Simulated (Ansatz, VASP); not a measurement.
## Si4Ge in VASP and in Ansatz

```
CELL_PARAMETERS angstrom
-0.00058 -0.00064 5.51960
-4.36494 4.36463 2.75976
-4.36347 -4.36381 2.76078
ATOMIC_POSITIONS crystal
Si 0.19650 0.19657 0.39974
Si 0.64300 0.89977 0.30351
Si 0.05347 0.30345 0.10024
Si 0.84625 0.10023 0.69657
Si 0.60699 0.60024 0.19653
Si 0.45726 0.69645 0.89976
Si 0.40373 0.39975 0.80345
Si 0.79279 0.80352 0.60022
Ge 0.00009 0.99997 0.99998
Ge 0.24993 0.50004 0.50000
```

Change from the starting cell: cell x1, atoms moved at random (sigma 0.1 Å) and cell strained at random (1.5 %), then relaxed without symmetry.

Alike in both runs: functional PBE; k mesh 4 × 4 × 4; occupations gaussian, width 0.1 eV; no spin polarisation.

Ansatz relaxed the structure, and its values are those at the end. VASP's run is a single point on that final structure, the one shown.

|  | VASP | Ansatz |
| --- | --- | --- |
| version | VASP 6.6.1 | Ansatz 0.2.0 |
| potentials or method | VASP PAW PBE potentials, release 64 (Si, Ge_d), cutoff 520 eV | scalar-relativistic, plane waves, PAW |
| valence electrons in the cell | 60 | 60 |

```tsv
	VASP	Ansatz	Ansatz less VASP
gap on the k mesh at the Fermi level (eV)	0.75	0.75	-0.002
least direct gap on the mesh (eV)	1.64	1.64	-0.002
pressure (GPa)	-0.1	0.0	+0.07
```

The functional is the same, so the differences come from potentials, cutoffs and numerics.
